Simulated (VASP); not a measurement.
# SiO2 (P-3m1) in VASP: further runs

SiO2 is run at these levels: PBE+D3(BJ); tasks: single point, relaxation of cell and atoms.

Program: VASP 6.6.1. These are calculated values, not measurements. Logs are shortened: lines on timing, memory, paths and dates and some standing lists are left out, and cuts for length are marked.

### Step 1. The cell of the first run

The structure is trigonal, space group P-3m1 (No. 164). Conventional cell: a = 2.612 Å, b = 2.612 Å, c = 8.764 Å, α = 90.00°, β = 90.00°, γ = 120.00°. Si (site symmetry 3m) has 6 O at 1.75 Å within 2.3 Å. Within 2.4 Å of O (site symmetry 3m) lie 3 Si at 1.75 Å and 3 O at 2.33 Å. O (site symmetry 3m) has 3 Si at 1.75 Å and 3 O at 2.33 Å within 2.4 Å.

### Step 2. Single point, PBE+D3(BJ)

INCAR reads:

```
SYSTEM = SiO2
PREC = Accurate
ENCUT = 520
EDIFF = 1E-6
ISMEAR = 0
SIGMA = 0.1
LREAL = .FALSE.
LASPH = .TRUE.
NELM = 80
ALGO = Normal
ISIF = 2
LWAVE = .FALSE.
LCHARG = .FALSE.
GGA = PE
IVDW = 12
NBANDS = 25
```

KPOINTS reads:

```
Automatic mesh
0
G
  6 6 2
  0 0 0
```

POSCAR reads:

```
SiO2
1.0
    2.6123874500      0.0000000000      0.0000000000
   -1.3061937200      2.2623938900      0.0000000000
    0.0000000000      0.0000000000      8.7639640600
Si O
2 4
Direct
    0.6666666700      0.3333333300      0.7500000000
    0.3333333300      0.6666666700      0.2500000000
    0.3333333300      0.6666666700      0.8510947800
    0.0000000000      0.0000000000      0.6489052200
    0.6666666700      0.3333333300      0.1489052200
    0.0000000000      0.0000000000      0.3510947800
```

Potentials or basis: VASP PAW PBE potentials, release 64 (Si, O).

The run is started by

```console
$ cat potpaw_PBE.64/Si/POTCAR potpaw_PBE.64/O/POTCAR > POTCAR
$ mpirun -np 1 vasp_std > vasp.out
```

OUTCAR:

```text
SYSTEM = SiO2
   PREC = Accurate
   ENCUT = 520
   EDIFF = 1E-6
   ISMEAR = 0
   LREAL = .FALSE.
   LASPH = .TRUE.
   NELM = 80
   ISIF = 2
   GGA = PE
   IVDW = 12
 IVDW          = 12

 ion  position               nearest neighbor table
   1  0.667  0.333  0.750-   3 1.75   4 1.75   3 1.75   4 1.75   4 1.75   3 1.75
   2  0.333  0.667  0.250-   5 1.75   6 1.75   5 1.75   6 1.75   6 1.75   5 1.75
   3  0.333  0.667  0.851-   1 1.75   1 1.75   1 1.75
   4  0.000  0.000  0.649-   1 1.75   1 1.75   1 1.75
   5  0.667  0.333  0.149-   2 1.75   2 1.75   2 1.75
   6  0.000  0.000  0.351-   2 1.75   2 1.75   2 1.75

  LATTYP: Found a hexagonal cell.
 ALAT       =     2.6123874500
 C/A-ratio  =     3.3547719195

  Lattice vectors:

 A1 = (   2.6123874500,   0.0000000000,   0.0000000000)
 A2 = (  -1.3061937200,   2.2623938900,   0.0000000000)
 A3 = (   0.0000000000,   0.0000000000,   8.7639640600)

Analysis of symmetry for initial positions (statically):
=====================================================================
 Subroutine PRICEL returns:
 Original cell was already a primitive cell.

 Routine SETGRP: Setting up the symmetry group for a
 hexagonal supercell.

 Subroutine GETGRP returns: Found 12 space group operations
 (whereof 12 operations were pure point group operations)
 out of a pool of 24 trial point group operations.

The static configuration has the point symmetry D_3d.

Analysis of symmetry for dynamics (positions and initial velocities):
=====================================================================
 Subroutine PRICEL returns:
 Original cell was already a primitive cell.

 Routine SETGRP: Setting up the symmetry group for a
 hexagonal supercell.

 Subroutine GETGRP returns: Found 12 space group operations
 (whereof 12 operations were pure point group operations)
 out of a pool of 24 trial point group operations.

The dynamic configuration has the point symmetry D_3d.

 Subroutine INISYM returns: Found 12 space group operations
 (whereof 12 operations are pure point group operations),
 and found     1 'primitive' translations

----------------------------------------------------------------------------------------

                                     Primitive cell

  volume of cell :      51.7972

  direct lattice vectors                    reciprocal lattice vectors
     2.612387450  0.000000000  0.000000000     0.382791611  0.221004839  0.000000000
[... 86 lines left out ...]
   NSW    =      0    number of steps for IOM
   IBRION =     -1    ionic relax: 0-MD 1-quasi-New 2-CG
   NFREE  =      0    steps in history (QN), initial steepest desc. (CG)
   ISIF   =      2    stress and relaxation
   ISYM   =      2    0-nonsym 1-usesym 2-fastsym
   POTIM  = 0.5000    time-step for ionic-motion
   TEBEG  =    0.0;   TEEND  =   0.0 temperature during run
   PSTRESS=    0.0 pullay stress
   NELECT =      32.0000    total number of electrons
   NUPDOWN=      -1.0000    fix difference up-down
   EMIN   =  10.00;   EMAX   =-10.00  energy-range for DOS
   EFERMI =   0.00;   METHOD = LEGACY
   ISMEAR =     0;   SIGMA  =   0.10  broadening in eV -4-tet -1-fermi 0-gaus
   EFERMI_NEDOS =   21; number of points for ismear=-14 and -15
   IALGO  =     38    algorithm
   IMIX   =      4    mixing-type and parameters
     AMIX     =   0.40;   BMIX     =  1.00
     AMIX_MAG =   1.60;   BMIX_MAG =  1.00
  volume/ion in A,a.u.               =       8.63        58.26
  Fermi-wavevector in a.u.,A,eV,Ry     =   1.394299  2.634844 26.450687  1.944071
  Thomas-Fermi vector in A             =   2.517862
   LORBIT       =      0    0 simple, 1 ext, 2 COOP (PROOUT), +10 PAW based schemes
   GGA     = PE    functional components
   LHFCALC =     F    Hartree Fock is set to
   AEXX    =    0.0000 exact exchange contribution
   IVDW    =    12    specifies the selected vdW correction
   LEPSILON=     F    determine dielectric tensor
   LRPA    =     F    only Hartree local field effects (RPA)
 non-spin polarized calculation
 Gauss-broadening in eV      SIGMA  =   0.10
  energy-cutoff  :      520.00
  volume of cell :       51.80
 maximum number of plane-waves:      1431
 NGX is ok and might be reduce to    20
   NGX =  9   NGY =  9   NGZ = 33

 number of electron      31.9999996 magnetization

 Free energy of the ion-electron system (eV)
  ---------------------------------------------------
  ext. energy  EPLUGINS =         0.00000000
  ---------------------------------------------------
  free energy    TOTEN  =       -44.86721033 eV

  energy without entropy =      -44.86721033  energy(sigma->0) =      -44.86721033

 E-fermi :   6.0327     XC(G=0): -11.2847

 val. band max:        5.5488609685   @ k =   0.1667  -0.0000   0.0000
 cond. band min:      12.7170535014   @ k =   0.0000   0.0000   0.0000
 fundamental gap:      7.1681925329
 Fermi energy:         6.0327032197

 k-point     1 :       0.0000    0.0000    0.0000
  band No.  band energies     occupation
      1     -17.0374      2.00000
      2     -16.9349      2.00000
      3     -12.8315      2.00000
      4     -12.5546      2.00000
      5      -0.4807      2.00000
      6       1.0119      2.00000
[... 381 lines left out ...]
     24      20.2454      0.00000
     25      20.5763      0.00000

------------------------ aborting loop because EDIFF is reached ----------------------------------------

 Edisp (eV)   -1.25280

 E8    (eV) :    -0.4215

  FORCE on cell =-STRESS in cart. coord.  units (eV):
  Direction    XX          YY          ZZ          XY          YZ          ZX
  --------------------------------------------------------------------------------------
  -------------------------------------------------------------------------------------
  Total       9.14178     9.14178     6.92265     0.00000     0.00000     0.00000
  in kB     282.77113   282.77113   214.12965     0.00000     0.00000     0.00000
  external pressure =      259.89 kB  Pullay stress =        0.00 kB

 VOLUME and BASIS-vectors are now :
 -----------------------------------------------------------------------------
  energy-cutoff  :      520.00
  volume of cell :       51.80
      direct lattice vectors                 reciprocal lattice vectors
     2.612387450  0.000000000  0.000000000     0.382791611  0.221004839  0.000000000
    -1.306193720  2.262393890  0.000000000     0.000000000  0.442009680  0.000000000
     0.000000000  0.000000000  8.763964060     0.000000000  0.000000000  0.114103617

 POSITION                                       TOTAL-FORCE (eV/Angst)
 -----------------------------------------------------------------------------------
      1.30619      0.75413      6.57297         0.000000     -0.000000      0.081237
     -0.00000      1.50826      2.19099         0.000000      0.000000     -0.081237
     -0.00000      1.50826      7.45896        -0.000000      0.000000      1.509402
      0.00000      0.00000      5.68698         0.000000      0.000000     -1.253990
      1.30619      0.75413      1.30500        -0.000000     -0.000000     -1.509402
      0.00000      0.00000      3.07698         0.000000     -0.000000      1.253990
 -----------------------------------------------------------------------------------
    total drift:                                0.000000      0.000000      0.000000

  FREE ENERGIE OF THE ION-ELECTRON SYSTEM (eV)
  ---------------------------------------------------
  free  energy   TOTEN  =       -46.1200091632 eV

  energy  without entropy=      -46.1200091632  energy(sigma->0) =      -46.12000916
```

OSZICAR:

```text
N       E                     dE             d eps       ncg     rms          rms(c)
DAV:   1     0.158239957025E+03    0.15824E+03   -0.17647E+04   700   0.124E+03
DAV:   2    -0.414974699713E+02   -0.19974E+03   -0.19205E+03   891   0.292E+02
DAV:   3    -0.492956260161E+02   -0.77982E+01   -0.77683E+01   950   0.561E+01
DAV:   4    -0.493577440847E+02   -0.62118E-01   -0.62104E-01   828   0.577E+00
DAV:   5    -0.493584262454E+02   -0.68216E-03   -0.68201E-03   951   0.567E-01    0.185E+01
DAV:   6    -0.448599386967E+02    0.44985E+01   -0.12168E+01   899   0.238E+01    0.881E+00
DAV:   7    -0.448574659162E+02    0.24728E-02   -0.87140E-01   869   0.549E+00    0.306E+00
DAV:   8    -0.448609177688E+02   -0.34519E-02   -0.36139E-02   836   0.162E+00    0.111E+00
DAV:   9    -0.448668162593E+02   -0.58985E-02   -0.12753E-02   836   0.893E-01    0.259E-01
DAV:  10    -0.448671299402E+02   -0.31368E-03   -0.79339E-04   916   0.193E-01    0.100E-01
DAV:  11    -0.448672002522E+02   -0.70312E-04   -0.13970E-04   824   0.903E-02    0.237E-02
DAV:  12    -0.448672086519E+02   -0.83996E-05   -0.11035E-05   909   0.230E-02    0.693E-03
DAV:  13    -0.448672102079E+02   -0.15560E-05   -0.38240E-06   848   0.134E-02    0.427E-03
DAV:  14    -0.448672103278E+02   -0.11995E-06   -0.13977E-07   671   0.264E-03
   1 F= -.46120009E+02 E0= -.46120009E+02  d E =-.320127E-12
```

Wall time 11 s (1 thread of AMD EPYC 9R45 (Zen 5), shared host); peak memory 0.15 GiB.

What came out:

* Free energy: -46.1200 eV
* Pressure: 26.0 GPa
* Largest force: 1.509 eV/Å
* Band gap on the k mesh: 7.17 eV (least direct gap 7.50 eV)
* Dispersion energy per atom: -0.209 eV

Forces on the atoms (eV/Å):
```
Si   0.000  0.000  0.081
Si   0.000  0.000 -0.081
O    0.000  0.000  1.509
O    0.000  0.000 -1.254
O    0.000  0.000 -1.509
O    0.000  0.000  1.254
```

Levels at points of the mesh, in eV from the valence-band top:
| k point | band 12 | band 13 | band 14 | band 15 | band 16 | band 17 | band 18 | band 19 | band 20 | band 21 |
| --- | --- | --- | --- | --- | --- | --- | --- | --- | --- | --- |
| (0.00, 0.00, 0.00) | -1.45 | -1.45 | -1.44 | -1.44 | -0.34 | 7.17 | 8.25 | 8.77 | 8.86 | 13.44 |
| (0.50, 0.00, 0.00) | -2.19 | -2.06 | -1.93 | -1.49 | -1.27 | 8.23 | 8.44 | 10.76 | 10.77 | 12.58 |
| (0.00, 0.00, 0.50) | -1.48 | -1.41 | -1.41 | -1.14 | -1.05 | 7.64 | 7.73 | 8.68 | 8.97 | 13.96 |
| (0.50, 0.00, 0.50) | -2.18 | -2.00 | -1.99 | -1.92 | -1.01 | 8.24 | 8.40 | 10.42 | 11.12 | 12.08 |

Caveat: the k points lie up to 0.46 Å⁻¹ apart; forces of over 1 eV/Å act on the atoms, so gaps and moduli don't describe the material at rest. A k mesh can miss the band edges.

### Step 3. Single point, PBE+D3(BJ)

This run uses another cell than the first one, of 9.84 Å³/atom.

INCAR reads:

```
SYSTEM = SiO2
PREC = Accurate
ENCUT = 520
EDIFF = 1E-7
ISMEAR = 0
SIGMA = 0.1
LREAL = .FALSE.
LASPH = .TRUE.
NELM = 100
ALGO = Normal
ISIF = 2
LWAVE = .FALSE.
LCHARG = .TRUE.
GGA = PE
IVDW = 12
LELF = .TRUE.
LVHAR = .TRUE.
NBANDS = 25
```

KPOINTS reads:

```
regular mesh
0
G
  6 6 2
  0 0 0
```

POSCAR reads:

```
SiO2
1.0
    2.6866943573     -0.0000000030      0.0000000000
   -1.3433471761      2.3267455671      0.0000000000
    0.0000000000      0.0000000000      9.4439165858
Si O
2 4
Direct
    0.6666666667      0.3333333333      0.7582443504
    0.3333333333      0.6666666667      0.2417556496
    0.3333333333      0.6666666667      0.8551166730
    0.0000000000      0.0000000000      0.6612687563
    0.6666666667      0.3333333333      0.1448833270
    0.0000000000      0.0000000000      0.3387312437
```

Potentials or basis: VASP PAW PBE potentials, release 64 (Si, O).

The run is started by

```console
$ cat potpaw_PBE.64/Si/POTCAR potpaw_PBE.64/O/POTCAR > POTCAR
$ mpirun -np 1 vasp_std > vasp.out
```

OUTCAR:

```text
SYSTEM = SiO2
   PREC = Accurate
   ENCUT = 520
   EDIFF = 1E-7
   ISMEAR = 0
   LREAL = .FALSE.
   LASPH = .TRUE.
   NELM = 100
   ISIF = 2
   GGA = PE
   IVDW = 12
 IVDW          = 12

 ion  position               nearest neighbor table
   1  0.667  0.333  0.758-   3 1.80   3 1.80   3 1.80   4 1.80   4 1.80   4 1.80
   2  0.333  0.667  0.242-   5 1.80   5 1.80   5 1.80   6 1.80   6 1.80   6 1.80
   3  0.333  0.667  0.855-   1 1.80   1 1.80   1 1.80
   4  0.000  0.000  0.661-   1 1.80   1 1.80   1 1.80
   5  0.667  0.333  0.145-   2 1.80   2 1.80   2 1.80
   6  0.000  0.000  0.339-   2 1.80   2 1.80   2 1.80

  LATTYP: Found a hexagonal cell.
 ALAT       =     2.6866943573
 C/A-ratio  =     3.5150692002

  Lattice vectors:

 A1 = (   2.6866943573,  -0.0000000030,   0.0000000000)
 A2 = (  -1.3433471761,   2.3267455671,   0.0000000000)
 A3 = (   0.0000000000,   0.0000000000,   9.4439165858)

Analysis of symmetry for initial positions (statically):
=====================================================================
 Subroutine PRICEL returns:
 Original cell was already a primitive cell.

 Routine SETGRP: Setting up the symmetry group for a
 hexagonal supercell.

 Subroutine GETGRP returns: Found 12 space group operations
[... 169 lines left out ...]

 k-point     1 :       0.0000    0.0000    0.0000
  band No.  band energies     occupation
      1     -17.6779      2.00000
      2     -17.6230      2.00000
      3     -13.9326      2.00000
      4     -13.7931      2.00000
      5      -1.4786      2.00000
      6      -0.6028      2.00000
[... 381 lines left out ...]
     24      17.6147      0.00000
     25      18.1543      0.00000

------------------------ aborting loop because EDIFF is reached ----------------------------------------

 Edisp (eV)   -1.09021

 E8    (eV) :    -0.3653

  FORCE on cell =-STRESS in cart. coord.  units (eV):
  Direction    XX          YY          ZZ          XY          YZ          ZX
  --------------------------------------------------------------------------------------
  -------------------------------------------------------------------------------------
  Total       0.28810     0.28810     0.01137    -0.00000     0.00000     0.00000
  in kB       7.81861     7.81861     0.30865    -0.00000     0.00000     0.00000
  external pressure =        5.32 kB  Pullay stress =        0.00 kB

 VOLUME and BASIS-vectors are now :
 -----------------------------------------------------------------------------
  energy-cutoff  :      520.00
  volume of cell :       59.04
      direct lattice vectors                 reciprocal lattice vectors
     2.686694357 -0.000000003  0.000000000     0.372204601  0.214892426  0.000000000
    -1.343347176  2.326745567  0.000000000     0.000000000  0.429784853  0.000000000
     0.000000000  0.000000000  9.443916586     0.000000000  0.000000000  0.105888271

 POSITION                                       TOTAL-FORCE (eV/Angst)
 -----------------------------------------------------------------------------------
      1.34335      0.77558      7.16080        -0.000000     -0.000000      0.000259
      0.00000      1.55116      2.28312         0.000000      0.000000     -0.000259
      0.00000      1.55116      8.07565        -0.000000      0.000000      0.015938
      0.00000      0.00000      6.24497        -0.000000      0.000000     -0.014180
      1.34335      0.77558      1.36827         0.000000     -0.000000     -0.015938
      0.00000      0.00000      3.19895         0.000000     -0.000000      0.014180
 -----------------------------------------------------------------------------------
    total drift:                               -0.000000     -0.000000      0.000000

  FREE ENERGIE OF THE ION-ELECTRON SYSTEM (eV)
  ---------------------------------------------------
  free  energy   TOTEN  =       -46.5471677819 eV

  energy  without entropy=      -46.5471677819  energy(sigma->0) =      -46.54716778
```

OSZICAR:

```text
N       E                     dE             d eps       ncg     rms          rms(c)
DAV:   1     0.150185634821E+03    0.15019E+03   -0.17203E+04   700   0.122E+03
DAV:   2    -0.415408487744E+02   -0.19173E+03   -0.18516E+03   887   0.272E+02
DAV:   3    -0.496231638040E+02   -0.80823E+01   -0.80373E+01   918   0.558E+01
DAV:   4    -0.496979601447E+02   -0.74796E-01   -0.74758E-01   862   0.609E+00
DAV:   5    -0.496988818681E+02   -0.92172E-03   -0.92133E-03   935   0.650E-01    0.166E+01
DAV:   6    -0.454201208865E+02    0.42788E+01   -0.12214E+01   912   0.235E+01    0.767E+00
DAV:   7    -0.454461043060E+02   -0.25983E-01   -0.70951E-01   874   0.496E+00    0.289E+00
DAV:   8    -0.454506759919E+02   -0.45717E-02   -0.26565E-02   878   0.143E+00    0.110E+00
DAV:   9    -0.454565483725E+02   -0.58724E-02   -0.11884E-02   846   0.891E-01    0.246E-01
DAV:  10    -0.454569698439E+02   -0.42147E-03   -0.10690E-03   944   0.225E-01    0.660E-02
DAV:  11    -0.454569511560E+02    0.18688E-04   -0.21269E-04   871   0.108E-01    0.877E-03
DAV:  12    -0.454569544779E+02   -0.33219E-05   -0.13601E-05   918   0.247E-02    0.671E-03
DAV:  13    -0.454569550893E+02   -0.61149E-06   -0.13434E-06   895   0.924E-03    0.394E-03
DAV:  14    -0.454569552351E+02   -0.14571E-06   -0.78603E-07   934   0.648E-03    0.141E-03
DAV:  15    -0.454569552640E+02   -0.28957E-07   -0.48107E-08   656   0.186E-03
   1 F= -.46547168E+02 E0= -.46547168E+02  d E =-.289494E-10
```

stdout:

```text
POSCAR found type information on POSCAR SiO
 POSCAR found :  2 types and       6 ions
 scaLAPACK will be used
 LDA part: xc-table for (Slater+PW92), standard interpolation
 POSCAR, INCAR and KPOINTS ok, starting setup
 FFT: planning ... GRIDC
 FFT: planning ... GRID_SOFT
 FFT: planning ... GRID
 WAVECAR not read
 entering main loop
```

Run time: 13 s. Hardware: 1 thread of AMD EPYC 9R45 (Zen 5), shared host; peak memory 0.15 GiB.

What came out:

```
Free energy                : -46.5472 eV
Pressure                   : 0.5 GPa
Largest force              : 0.016 eV/Å
Band gap on the k mesh     : 6.16 eV (least direct gap 6.46 eV)
Dispersion energy per atom : -0.182 eV
```

Forces on the atoms (eV/Å):
```
Si   0.000  0.000  0.000
Si   0.000  0.000  0.000
O    0.000  0.000  0.016
O    0.000  0.000 -0.014
O    0.000  0.000 -0.016
O    0.000  0.000  0.014
```

Stress tensor (GPa, compression positive):
```
0.78 0.00 0.00
0.00 0.78 0.00
0.00 0.00 0.03
```

Caveat: the k points lie up to 0.45 Å⁻¹ apart. A k mesh can miss the band edges.

(Continued in part 2 of 2.)
